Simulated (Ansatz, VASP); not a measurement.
SbAu in VASP and in Ansatz

File INCAR:

```
PREC = Accurate
ENCUT = 520
EDIFF = 1E-7
ISMEAR = -1
SIGMA = 0.08
LREAL = False
LASPH = True
NELM = 100
ALGO = Normal
ISIF = 2
LWAVE = False
LCHARG = False
GGA = PE
NBANDS = 15
```

KPOINTS

```
regular mesh
0
Gamma
  10 10 10
```

POSCAR

```
SbAu
1.0
    0.0000000000      3.0794513462      3.0794513462
    3.0794513462      0.0000000000      3.0794513462
    3.0794513462      3.0794513462      0.0000000000
Au Sb
1 1
Direct
    0.0000000000      0.0000000000      0.0000000000
    0.2500000000      0.2500000000      0.2500000000
```

Input for Ansatz:

```yaml
crystal:
  lattice:
    - [0.0, 3.0794513462, 3.0794513462]
    - [3.0794513462, 0.0, 3.0794513462]
    - [3.0794513462, 3.0794513462, 0.0]
  atoms:
    - { symbol: Au, position: [0.0, 0.0, 0.0] }
    - { symbol: Sb, position: [0.25, 0.25, 0.25] }
kpoints:
  mp_grid: { grid: [10, 10, 10] }
scf:
  occupations: { method: fermi_dirac, width: 0.08 }
hamiltonian:
  xc: pbe
  pseudopotentials: { kind: all_electron, lapw: { basis_error: 0.001 } }
output:
  forces: true
  stress: true
  eigenvalues: true
```

Change from the starting cell: volume scaled by 0.97.

Alike in both runs: task single point; functional PBE; k mesh 10 × 10 × 10; occupations fermi-dirac, width 0.08 eV; no spin polarisation.

|  | VASP | Ansatz |
| --- | --- | --- |
| version | VASP 6.6.1 | Ansatz 0.2.0 |
| potentials or method | VASP PAW PBE potentials, release 64 (Au, Sb), cutoff 520 eV | all-electron LAPW, scalar-relativistic |

```csv
,VASP,Ansatz,Ansatz less VASP
pressure (GPa),1.6,1.9,+0.28
```

Ansatz ran all-electron here, and VASP with PAW potentials.

Spin-orbit coupling is off throughout.
